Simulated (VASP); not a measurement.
# Si10H4Cl in VASP: a series of runs, part 2 of 2

VASP 6.6.1. Earlier steps stand in the parts before.

## Step 4: Single point, LDA

Contents of INCAR:

```
SYSTEM = Si10H4Cl
PREC = Accurate
ENCUT = 400
EDIFF = 1E-6
ISMEAR = 0
SIGMA = 0.05
LREAL = .False.
LASPH = .True.
NELM = 120
ALGO = Normal
ISIF = 2
LWAVE = .False.
LCHARG = .False.
NBANDS = 72
GGA_COMPAT = .False.
NELMDL = -8
```

Contents of KPOINTS:

```
Automatic mesh
0
Gamma
  2 2 1
  0 0 0
```

Contents of POSCAR:

```
Si10H4Cl
1.0
    7.6791800000      0.0000000000      0.0000000000
    0.0000000000      7.6791800000      0.0000000000
    0.0000000000      0.0000000000     19.2555000000
H Si Cl
8 20 2
Direct
    0.4093920184      0.0000000000      0.0519332139
    0.0906079816      0.0000000000      0.0519332139
    0.9093920184      0.0000000000      0.0519332139
    0.5906079816      0.0000000000      0.0519332139
    0.4093920184      0.5000000000      0.0519332139
    0.0906079816      0.5000000000      0.0519332139
    0.9093920184      0.5000000000      0.0519332139
    0.5906079816      0.5000000000      0.0519332139
    0.2500000000      0.0000000000      0.0968814105
    0.7500000000      0.0000000000      0.0968814105
    0.2500000000      0.5000000000      0.0968814105
    0.7500000000      0.5000000000      0.0968814105
    0.2498756378      0.2503549858      0.1638903171
    0.7497209337      0.2491139679      0.1621385059
    0.2502959951      0.7494323613      0.1691879723
    0.7502101787      0.7490459919      0.1670699281
   -0.0025328225      0.2542194609      0.2304238270
    0.5022365669      0.2542337854      0.2306561762
   -0.0034973786      0.7431298654      0.2394890810
    0.5041474480      0.7430921010      0.2395973099
   -0.0176353465      0.0053158019      0.3026211212
    0.5195671934      0.0051216406      0.3028637532
   -0.0210462575      0.4877917955      0.3077359196
    0.5221058759      0.4878593808      0.3079783438
    0.2510575348      0.1086390734      0.3291562411
    0.7512136713      0.1206509028      0.3695998027
    0.2504238734      0.4049746197      0.3532784399
    0.7508302970      0.4292467425      0.3869289813
    0.7513165468     -0.0100966509      0.4638316325
    1.2485404692      0.3305131537      0.4588383059
```

Potentials or basis: VASP PAW LDA potentials, release 64 (H, Si, Cl).

On the command line:

```console
> cat potpaw_LDA.64/H/POTCAR potpaw_LDA.64/Si/POTCAR potpaw_LDA.64/Cl/POTCAR > POTCAR
> mpirun -np 1 vasp_std > vasp.out
```

OUTCAR:

```text
SYSTEM = Si10H4Cl
   PREC = Accurate
   ENCUT = 400
   EDIFF = 1E-6
   ISMEAR = 0
   LREAL = .False.
   LASPH = .True.
   NELM = 120
   ISIF = 2
   NELMDL = -8

 ion  position               nearest neighbor table
   1  0.409  0.000  0.052-   9 1.50
   2  0.091  0.000  0.052-   9 1.50
   3  0.909  0.000  0.052-  10 1.50
   4  0.591  0.000  0.052-  10 1.50
   5  0.409  0.500  0.052-  11 1.50
   6  0.091  0.500  0.052-  11 1.50
   7  0.909  0.500  0.052-  12 1.50
   8  0.591  0.500  0.052-  12 1.50
   9  0.250  0.000  0.097-   1 1.50   2 1.50  13 2.32  15 2.38
  10  0.750  0.000  0.097-   3 1.50   4 1.50  14 2.29  16 2.35
  11  0.250  0.500  0.097-   5 1.50   6 1.50  13 2.31  15 2.37
  12  0.750  0.500  0.097-   7 1.50   8 1.50  14 2.30  16 2.34
  13  0.250  0.250  0.164-  11 2.31   9 2.32  17 2.32  18 2.33
  14  0.750  0.249  0.162-  10 2.29  12 2.30  17 2.31  18 2.31
  15  0.250  0.749  0.169-  11 2.37  19 2.37  20 2.37   9 2.38
  16  0.750  0.749  0.167-  12 2.34  20 2.35  19 2.35  10 2.35
  17  0.997  0.254  0.230-  14 2.31  13 2.32  23 2.34  21 2.37  25 2.94
  18  0.502  0.254  0.231-  14 2.31  13 2.33  24 2.34  22 2.37  25 2.93
  19  0.997  0.743  0.239-  16 2.35  21 2.35  23 2.36  15 2.37
  20  0.504  0.743  0.240-  16 2.35  22 2.36  24 2.37  15 2.37
  21  0.982  0.005  0.303-  25 2.27  19 2.35  26 2.37  17 2.37
  22  0.520  0.005  0.303-  25 2.27  20 2.36  26 2.37  18 2.37
  23  0.979  0.488  0.308-  17 2.34  27 2.35  19 2.36  28 2.37
  24  0.522  0.488  0.308-  18 2.34  27 2.35  20 2.37  28 2.37
  25  0.251  0.109  0.329-  22 2.27  21 2.27  27 2.32  18 2.93  17 2.94
  26  0.751  0.121  0.370-  29 2.07  21 2.37  22 2.37  28 2.39
  27  0.250  0.405  0.353-  30 2.11  25 2.32  24 2.35  23 2.35
  28  0.751  0.429  0.387-  23 2.37  24 2.37  26 2.39
  29  0.751  0.990  0.464-  26 2.07
  30  0.249  0.331  0.459-  27 2.11

  LATTYP: Found a simple tetragonal cell.
 ALAT       =     7.6791800000
 C/A-ratio  =     2.5074942898

  Lattice vectors:

 A1 = (   7.6791800000,   0.0000000000,   0.0000000000)
 A2 = (   0.0000000000,   7.6791800000,   0.0000000000)
 A3 = (   0.0000000000,   0.0000000000,  19.2555000000)

Analysis of symmetry for initial positions (statically):
=====================================================================
 Subroutine PRICEL returns:
 Original cell was already a primitive cell.

 Routine SETGRP: Setting up the symmetry group for a
 simple tetragonal supercell.

 Subroutine GETGRP returns: Found  1 space group operations
 (whereof  1 operations were pure point group operations)
 out of a pool of 16 trial point group operations.

The static configuration has the point symmetry C_1 .

Analysis of symmetry for dynamics (positions and initial velocities):
=====================================================================
 Subroutine PRICEL returns:
 Original cell was already a primitive cell.

 Routine SETGRP: Setting up the symmetry group for a
 simple tetragonal supercell.

 Subroutine GETGRP returns: Found  1 space group operations
 (whereof  1 operations were pure point group operations)
 out of a pool of 16 trial point group operations.

The dynamic configuration has the point symmetry C_1 .

 Subroutine INISYM returns: Found  1 space group operations
 (whereof  1 operations are pure point group operations),
 and found     1 'primitive' translations
[... 105 lines left out ...]

 Following reciprocal coordinates:
            Coordinates               Weight
  0.000000  0.000000  0.000000      1.000000
  0.500000  0.000000  0.000000      1.000000
  0.000000  0.500000  0.000000      1.000000
  0.500000  0.500000  0.000000      1.000000
   k-points           NKPTS =      4   k-points in BZ     NKDIM =      4   number of bands    NBANDS=     72
   number of dos      NEDOS =    301   number of ions     NIONS =     30
   total plane-waves  NPLWV = 315000
   dimension x,y,z NGX =    50 NGY =   50 NGZ =  126
   dimension x,y,z NGXF=   100 NGYF=  100 NGZF=  252
   ions per type =               8  20   2
   NGX,Y,Z   is equivalent  to a cutoff of  10.82, 10.82, 10.88 a.u.
   NGXF,Y,Z  is equivalent  to a cutoff of  21.65, 21.65, 21.76 a.u.
 SYSTEM =  Si10H4Cl
   PREC   = accura    normal or accurate (medium, high low for compatibility)
   ISTART =      0    job   : 0-new  1-cont  2-samecut
   ICHARG =      2    charge: 1-file 2-atom 10-const
   ISPIN  =      1    spin polarized calculation?
   LNONCOLLINEAR =      F non collinear calculations
   LSORBIT =      F    spin-orbit coupling
   LASPH  =      T    aspherical Exc in radial PAW
   ENCUT  =  400.0 eV  29.40 Ry    5.42 a.u.  12.52 12.52 31.40*2*pi/ulx,y,z
   NELM   =    120;   NELMIN=  2; NELMDL= -8     # of ELM steps
   EDIFF  = 0.1E-05   stopping-criterion for ELM
   LREAL  =      F    real-space projection
   EDIFFG = 0.1E-04   stopping-criterion for IOM
   NSW    =      0    number of steps for IOM
   IBRION =     -1    ionic relax: 0-MD 1-quasi-New 2-CG
   NFREE  =      0    steps in history (QN), initial steepest desc. (CG)
   ISIF   =      2    stress and relaxation
   ISYM   =      2    0-nonsym 1-usesym 2-fastsym
   POTIM  = 0.5000    time-step for ionic-motion
   TEBEG  =    0.0;   TEEND  =   0.0 temperature during run
   PSTRESS=    0.0 pullay stress
   NELECT =     102.0000    total number of electrons
   NUPDOWN=      -1.0000    fix difference up-down
   EMIN   =  10.00;   EMAX   =-10.00  energy-range for DOS
   EFERMI =   0.00;   METHOD = LEGACY
   ISMEAR =     0;   SIGMA  =   0.05  broadening in eV -4-tet -1-fermi 0-gaus
   EFERMI_NEDOS =   21; number of points for ismear=-14 and -15
   IALGO  =     38    algorithm
   IMIX   =      4    mixing-type and parameters
     AMIX     =   0.40;   BMIX     =  1.00
     AMIX_MAG =   1.60;   BMIX_MAG =  1.00
  volume/ion in A,a.u.               =      37.85       255.42
  Fermi-wavevector in a.u.,A,eV,Ry     =   0.733185  1.385518  7.313945  0.537560
  Thomas-Fermi vector in A             =   1.825831
   LORBIT       =      0    0 simple, 1 ext, 2 COOP (PROOUT), +10 PAW based schemes
   GGA     = CA    functional components
   LHFCALC =     F    Hartree Fock is set to
   AEXX    =    0.0000 exact exchange contribution
   IVDW    =     0    specifies the selected vdW correction
   LEPSILON=     F    determine dielectric tensor
   LRPA    =     F    only Hartree local field effects (RPA)
 non-spin polarized calculation
 Gauss-broadening in eV      SIGMA  =   0.05
  energy-cutoff  :      400.00
  volume of cell :     1135.49
 maximum number of plane-waves:     20660
   NGX = 25   NGY = 25   NGZ = 63

 number of electron     101.9999976 magnetization

 Free energy of the ion-electron system (eV)
  ---------------------------------------------------
  ext. energy  EPLUGINS =         0.00000000
  ---------------------------------------------------
  free energy    TOTEN  =      -147.51855744 eV

  energy without entropy =     -147.51855713  energy(sigma->0) =     -147.51855729

 E-fermi :  -0.7791     XC(G=0):  -4.7396

 val. band max:       -0.9426292950   @ k =   0.5000   0.5000   0.0000
 cond. band min:      -0.6155175038   @ k =   0.0000   0.0000   0.0000
 fundamental gap:      0.3271117913
 Fermi energy:        -0.7790734725

 k-point     1 :       0.0000    0.0000    0.0000
  band No.  band energies     occupation
      1     -16.7525      2.00000
      2     -16.5238      2.00000
      3     -12.6742      2.00000
      4     -11.4264      2.00000
      5     -10.7921      2.00000
      6     -10.6979      2.00000
[... 253 lines left out ...]
     62       2.3724      0.00000
     63       2.5156      0.00000
 [bands above 63 left out]

------------------------ aborting loop because EDIFF is reached ----------------------------------------

  FORCE on cell =-STRESS in cart. coord.  units (eV):
  Direction    XX          YY          ZZ          XY          YZ          ZX
  --------------------------------------------------------------------------------------
  -------------------------------------------------------------------------------------
  Total       12.1140144     -2.9537407     -0.2453578     -0.0188115      1.5667010     -0.0521165
  in kB       17.0928378     -4.1677192     -0.3461991     -0.0265429      2.2106104     -0.0735362
  external PRESSURE =       4.1929732 kB  Pullay stress =       0.0000000 kB

 VOLUME and BASIS-vectors are now :
 -----------------------------------------------------------------------------
  energy-cutoff  :      400.00
  volume of cell :     1135.49
      direct lattice vectors                 reciprocal lattice vectors
     7.679180000  0.000000000  0.000000000     0.130222237  0.000000000  0.000000000
     0.000000000  7.679180000  0.000000000     0.000000000  0.130222237  0.000000000
     0.000000000  0.000000000 19.255500000     0.000000000  0.000000000  0.051933214

 POSITION                                       TOTAL-FORCE (eV/Angst)
 -----------------------------------------------------------------------------------
      3.14379      0.00000      1.00000        -0.453982     -0.068385     -0.002926
      0.69580      0.00000      1.00000         0.452307     -0.069544     -0.000650
      6.98338      0.00000      1.00000        -0.467841     -0.066236     -0.039102
      4.53539      0.00000      1.00000         0.469492     -0.070556     -0.039954
      3.14379      3.83959      1.00000        -0.442834      0.065726     -0.014563
      0.69580      3.83959      1.00000         0.440454      0.067509     -0.012034
[... 22 lines left out ...]
      5.76949      7.60165      8.93131        -0.001518      0.010975     -0.038032
      1.90859      2.53807      8.83516         0.001590      0.252265      0.033074
 -----------------------------------------------------------------------------------
    total drift:                               -0.000003      0.000038      0.000212

  FREE ENERGIE OF THE ION-ELECTRON SYSTEM (eV)
  ---------------------------------------------------
  free  energy   TOTEN  =      -147.5185574445 eV

  energy  without entropy=     -147.5185571266  energy(sigma->0) =     -147.51855729
```

It took 21 min on 1 thread of Intel Xeon 8259CL, shared host; peak memory 0.59 GiB.

What came out:

```
Free energy            : -147.5186 eV
Largest force          : 0.476 eV/Å
Band gap on the k mesh : 0.33 eV (least direct gap 0.65 eV)
```

Forces in eV/Å, atoms in the order of the input:
```
H   -0.454 -0.068 -0.003
H    0.452 -0.070 -0.001
H   -0.468 -0.066 -0.039
H    0.469 -0.071 -0.040
H   -0.443  0.066 -0.015
H    0.440  0.068 -0.012
H   -0.452  0.045 -0.043
H    0.454  0.051 -0.044
Si   0.009 -0.266  0.248
Si  -0.003 -0.334 -0.096
Si   0.010  0.245  0.150
Si  -0.004  0.224 -0.118
Si   0.000  0.001  0.004
Si   0.001 -0.003  0.004
Si  -0.001  0.001 -0.002
Si   0.000 -0.004 -0.005
Si   0.003  0.000 -0.001
Si  -0.003  0.001 -0.002
Si  -0.003 -0.017 -0.003
Si   0.001 -0.016 -0.003
Si  -0.013 -0.020 -0.011
Si   0.016 -0.024 -0.013
Si   0.014  0.004  0.007
Si  -0.016  0.004  0.006
Si  -0.005  0.007 -0.110
Si  -0.002 -0.011  0.029
Si  -0.001 -0.017  0.128
Si  -0.002  0.007 -0.012
Cl  -0.002  0.011 -0.038
Cl   0.002  0.252  0.033
```

## Step 5: Single point, LDA

Contents of INCAR:

```
SYSTEM = Si10H4Cl
  PREC = Accurate
  ENCUT = 400
  EDIFF = 1E-6
  ISMEAR = 0
  SIGMA = 0.05
  LREAL = .FALSE.
  LASPH = .TRUE.
  NELM = 120
  ALGO = Normal
  ISIF = 2
  LWAVE = .FALSE.
  LCHARG = .FALSE.
  NBANDS = 72
  GGA_COMPAT = .FALSE.
  NELMDL = -8
```

Contents of KPOINTS:

```
regular mesh
0
G
  2 2 1
  0 0 0
```

Contents of POSCAR:

```
Si10H4Cl
1.0
    7.6791800000      0.0000000000      0.0000000000
    0.0000000000      7.6791800000      0.0000000000
    0.0000000000      0.0000000000     19.2555000000
H Si Cl
8 20 2
Direct
    0.4093920184      0.0000000000      0.0519332139
    0.0906079816      0.0000000000      0.0519332139
    0.9093920184      0.0000000000      0.0519332139
    0.5906079816      0.0000000000      0.0519332139
    0.4093920184      0.5000000000      0.0519332139
    0.0906079816      0.5000000000      0.0519332139
    0.9093920184      0.5000000000      0.0519332139
    0.5906079816      0.5000000000      0.0519332139
    0.2500000000      0.0000000000      0.0968814105
    0.7500000000      0.0000000000      0.0968814105
    0.2500000000      0.5000000000      0.0968814105
    0.7500000000      0.5000000000      0.0968814105
    0.2474679588      0.2508219628      0.1632801537
    0.7471572486      0.2489218901      0.1629055595
    0.2506801507      0.7501121213      0.1687652359
    0.7507071067      0.7501030058      0.1670937654
   -0.0026264523      0.2574395964      0.2299498844
    0.4972314752      0.2570098630      0.2310856119
   -0.0019952651      0.7471236512      0.2390843136
    0.5039092716      0.7466005485      0.2391492301
   -0.0092680468      0.0097035100      0.3024880164
    0.5187792186      0.0074681151      0.3035511932
   -0.0167457984      0.4915955870      0.3064359274
    0.5195042960      0.4919854724      0.3071156812
    0.2555112655      0.1171684998      0.3337472410
    0.7551767246      0.1234592756      0.3676138246
    0.2513925966      0.4209077011      0.3581530991
    0.7522455523      0.4316923161      0.3835253304
    0.7534584422     -0.0054449824      0.4622466308
    1.2465571845      0.4478532864      0.4648556516
```

On the command line:

```console
> cat potpaw_LDA.64/H/POTCAR potpaw_LDA.64/Si/POTCAR potpaw_LDA.64/Cl/POTCAR > POTCAR
> mpirun -np 1 vasp_std > vasp.out
```

Run time: 21 min. Hardware: 1 thread of Intel Xeon 8259CL, shared host; peak memory 0.59 GiB.

It converged, with:

* Free energy: -147.6605 eV
* Largest force: 0.476 eV/Å
* Band gap on the k mesh: 0.11 eV (least direct gap 0.38 eV)

Forces on the atoms (eV/Å):
```
H   -0.456 -0.055 -0.011
H    0.450 -0.065 -0.014
H   -0.449 -0.028 -0.027
H    0.470 -0.061 -0.041
H   -0.451  0.072 -0.025
H    0.441  0.088 -0.028
H   -0.431  0.013 -0.022
H    0.452  0.060 -0.040
Si   0.024 -0.269  0.166
Si  -0.034 -0.278 -0.076
Si   0.030  0.293  0.069
Si  -0.049  0.219 -0.009
Si   0.005  0.002 -0.003
Si   0.001 -0.008 -0.003
Si  -0.001 -0.002  0.002
Si   0.006  0.003 -0.002
Si   0.019  0.010  0.002
Si  -0.015  0.009 -0.008
Si   0.000 -0.001  0.001
Si  -0.004  0.003 -0.002
Si  -0.003 -0.023  0.007
Si   0.014 -0.019  0.007
Si   0.001  0.004  0.000
Si   0.001  0.009  0.006
Si  -0.017  0.000  0.016
Si  -0.002  0.002  0.014
Si   0.003  0.019  0.057
Si  -0.005  0.002  0.011
Cl  -0.001 -0.003 -0.011
Cl   0.004  0.005 -0.036
```

Levels at points of the mesh, in eV from the valence-band top:
```tsv
k point	band 47	band 48	band 49	band 50	band 51	band 52	band 53	band 54	band 55	band 56
(0.00, 0.00, 0.00)	-1.16	-0.98	-0.79	-0.59	-0.36	0.11	0.87	1.16	1.28	1.71
(0.50, 0.00, 0.00)	-1.13	-1.04	-0.90	-0.82	-0.17	0.65	1.44	1.60	1.93	2.03
(0.00, 0.50, 0.00)	-1.37	-1.30	-0.69	-0.44	-0.19	0.19	1.39	1.49	1.65	1.83
(0.50, 0.50, 0.00)	-1.46	-1.41	-1.16	-1.14	0.00	0.79	1.82	1.84	2.04	2.28
```

## Step 6: Overview

```csv
cell,gap on the mesh (eV),largest force (eV/Å)
"as given, atomic positions A",0.12,0.48
"as given, atomic positions B",0.58,0.48
"as given, atomic positions C",0.33,0.48
"as given, atomic positions D",0.11,0.48
```

Alike in all rows: task single point; level LDA; potentials or basis VASP PAW LDA potentials, release 64 (H, Si, Cl); no spin polarisation; k mesh 2 × 2 × 1; cutoff (eV) 400; smearing gaussian 0.05 eV.

Total energies depend on the potentials used, so only differences within one code and one set of settings carry meaning.
